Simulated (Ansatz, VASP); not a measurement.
**Pd: VASP beside Ansatz**

The input INCAR:

```
SYSTEM = Pd
  PREC = Accurate
  ENCUT = 520
  EDIFF = 1E-7
  ISMEAR = -1
  SIGMA = 0.05
  LREAL = .FALSE.
  LASPH = .TRUE.
  NELM = 60
  ALGO = Normal
  ISIF = 2
  LWAVE = .FALSE.
  LCHARG = .FALSE.
  GGA = PE
  NBANDS = 17
```

The input KPOINTS:

```
Automatic mesh
0
G
  14 14 7
  0 0 0
```

File POSCAR:

```
Pd
1.0
    2.8735220749      0.0000000000      0.0000000000
   -1.4367610374      2.4885431152      0.0000000000
    0.0000000000      0.0000000000      4.7783142005
Pd
2
Direct
    0.6666666667      0.3333333333      0.7500000000
    0.3333333333      0.6666666667      0.2500000000
```

Input for Ansatz:

```yaml
crystal:
  lattice:
    - [2.8735220749, 0.0, 0.0]
    - [-1.4367610374, 2.4885431152, 0.0]
    - [0.0, 0.0, 4.7783142005]
  atoms:
    - { symbol: Pd, position: [0.6666666667, 0.3333333333, 0.75] }
    - { symbol: Pd, position: [0.3333333333, 0.6666666667, 0.25] }
kpoints:
  mp_grid: { grid: [14, 14, 7] }
scf:
  occupations: { method: fermi_dirac, width: 0.05 }
  lower_state_search: "off"
hamiltonian:
  xc: pbe
  pseudopotentials: { kind: paw }
output:
  forces: true
  stress: true
  eigenvalues: true
```

Change from the starting cell: volume scaled by 1.1, no spin polarisation, PAW files.

Alike in both runs: task single point; functional PBE; k mesh 14 × 14 × 7; occupations fermi-dirac, width 0.05 eV; no spin polarisation.

|  | VASP | Ansatz |
| --- | --- | --- |
| version | VASP 6.6.1 | Ansatz 0.2.0 |
| potentials or method | VASP PAW PBE potentials, release 64 (Pd) | PAW with Ansatz's default frozen-core files, scalar-relativistic |
| plane-wave cutoff (eV) | 520 | 420 |
| valence electrons in the cell | 20 | 36 |

|  | VASP | Ansatz | Ansatz less VASP |
| --- | --- | --- | --- |
| pressure (GPa) | -13.0 | -12.9 | +0.15 |
| traceless stress, the component that is largest in VASP (GPa) | 0.39 | 0.44 | +0.051 |

VASP's potentials hold 20 valence electrons a cell and Ansatz's 36, so a difference there can come from the potentials and not from the codes.
